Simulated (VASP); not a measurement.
TiAl3: single point with PBEsol

The system is TiAl3.

```
Ti Al
1.0
    -1.90777    1.90777    4.27700
     1.90777   -1.90777    4.27700
     1.90777    1.90777   -4.27700
Ti Al
1 3
Direct
  0.00000 0.00000 0.00000
  0.50585 0.50585 0.00000
  0.75000 0.25000 0.50000
  0.25000 0.75000 0.50000
```

This cell differs from its parent crystal: atom 2 (Al) moved +0.050 Å along Cartesian [0 0 1].

| Quantity | Value |
| --- | --- |
| Program | VASP 6.6.1 |
| Task | single point |
| Functional | PBEsol |
| Potentials or basis | VASP PAW PBE potentials, release 64 (Ti_sv, Al) |
| Cutoff | 520 eV |
| k mesh | 18 × 18 × 18 |
| Occupations | gaussian, width 0.15 eV |
| Spin | no spin polarisation |
| Dipole correction | no |
| Further INCAR settings | ALGO = Fast; EDIFF = 1e-06; NBANDS = 18 |

- Pressure: 0.1 GPa
- Largest force: 0.211 eV/Å
- Band gap on the k mesh: zero (an odd number of electrons rules out a gap without spin polarisation)

Forces in eV/Å, atoms in the order of the input:
```
Ti   0.000  0.000 -0.011
Al   0.000  0.000 -0.211
Al   0.000  0.000  0.111
Al   0.000  0.000  0.111
```

Stress tensor (GPa, compression positive):
```
0.16 0.00 0.00
0.00 0.16 0.00
0.00 0.00 0.05
```

Levels at points of the mesh, in eV from the Fermi level:
| k point | band 9 | band 10 | band 11 | band 12 | band 13 | band 14 |
| --- | --- | --- | --- | --- | --- | --- |
| (0.00, 0.00, 0.00) | -1.24 | -1.24 | 0.85 | 1.77 | 1.77 | 2.22 |
| (0.50, 0.00, 0.00) | -1.06 | -0.27 | 0.51 | 1.82 | 2.10 | 2.74 |
| (0.50, 0.50, 0.00) | -2.70 | -2.22 | -1.00 | 1.78 | 1.96 | 2.70 |
| (0.50, 0.50, 0.50) | -0.91 | -0.25 | 0.71 | 0.71 | 0.97 | 3.07 |

Wall time 50 min on 1 thread of AMD EPYC 7R13, with other jobs on the host, peak memory 0.64 GiB.

Caveat: the cell differs from its parent crystal (atom 2 (Al) moved +0.050 Å along Cartesian [0 0 1]); the PAW data sets were made with another functional, which shifts forces and pressure a little.
